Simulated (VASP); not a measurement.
Zn: single point with PBEsol

The system is Zn.

```
CELL_PARAMETERS angstrom
2.57421 0.00000 0.00000
-1.28710 2.22933 0.00000
0.00000 0.00000 4.73522
ATOMIC_POSITIONS crystal
Zn 0.33333 0.66667 0.25000
Zn 0.66667 0.33333 0.75000
```

This cell differs from its parent crystal: volume scaled by 0.96.

| Item | Value |
| --- | --- |
| Program | VASP 6.6.1 |
| Task | single point |
| Functional | PBEsol |
| Potentials or basis | VASP PAW PBE potentials, release 64 (Zn) |
| Cutoff | 520 eV |
| k mesh | 23 × 23 × 11 |
| Occupations | fermi-dirac, width 0.1 eV |
| Spin | no spin polarisation |
| Dipole correction | no |
| Further INCAR settings | ALGO = Normal; EDIFF = 1e-06; NBANDS = 19 |

The pressure is 4.9 GPa. The band gap on the k mesh is zero (band 12 reaches 5.52 eV, above the bottom of band 13 at 0.96 eV).

Stress tensor (GPa, compression positive):
```
5.57 0.00 0.00
0.00 5.57 0.00
0.00 0.00 3.41
```

Levels at points of the mesh, in eV from the Fermi level:
```tsv
k point	band 10	band 11	band 12	band 13	band 14	band 15
(0.00, 0.00, 0.00)	-7.24	-7.24	-4.19	-2.82	15.00	18.71
```

It took 59 s on 1 thread of Intel(R) Xeon(R) 6975P-C (Granite Rapids), on a shared host, peak memory 0.24 GiB.

Caveat: the PAW data sets were made with another functional, which shifts forces and pressure a little.
